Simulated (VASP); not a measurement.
Set up this calculation in VASP 6.6.1, as the native input.

```yaml
Task: single point
Functional: PBE
Potentials_or_basis: VASP PAW PBE potentials, release 64 (B, Pd)
Cutoff: 520 eV
k_mesh: 10 × 10 × 10
Occupations: gaussian, width 0.1 eV
Spin: no spin polarisation
Dipole_correction: no
Further_INCAR_settings: ALGO = Normal; EDIFF = 1e-07; NBANDS = 30
```

The structure of BPd4 lies in POSCAR:

```
BPd4
1.0
   -2.6516421648      2.6516421648      2.6516421648
    2.6516421648     -2.6516421648      2.6516421648
    2.6516421648      2.6516421648     -2.6516421648
B Pd
1 4
Direct
    0.0000000000      0.0000000000      0.0000000000
    0.5000000000      0.5000000000      0.5000000000
    0.0000000000      0.0000000000      0.5000000000
    0.0000000000      0.5000000000      0.0000000000
    0.5000000000      0.0000000000      0.0000000000
```

The cell was built from a structure type or drawn by symmetry, and may not be a known phase.

These files were run (other wordings do the same):

INCAR

```
SYSTEM = BPd4
PREC = Accurate ; ENCUT = 520
EDIFF = 1E-7 ; ISMEAR = 0
SIGMA = 0.1 ; LREAL = .FALSE.
LASPH = .TRUE. ; NELM = 80
ALGO = Normal ; ISIF = 2
LWAVE = .FALSE. ; LCHARG = .TRUE.
GGA = PE ; LELF = .TRUE.
LVHAR = .TRUE. ; NBANDS = 30
```

KPOINTS

```
Automatic mesh
0
G
  10 10 10
  0 0 0
```

Potentials or basis: VASP PAW PBE potentials, release 64 (B, Pd).

Command:

```sh
$ cat potpaw_PBE.64/B/POTCAR potpaw_PBE.64/Pd/POTCAR > POTCAR
$ mpirun -np 1 vasp_std > vasp.out
```

Results of the run:

| Quantity | Value |
| --- | --- |
| Pressure | -0.2 GPa |
| Band gap on the k mesh | zero (an odd number of electrons rules out a gap without spin polarisation) |

Run time: 2.7 min on 1 thread of Intel Xeon 8259CL, with other jobs on the host, peak memory 0.25 GiB.
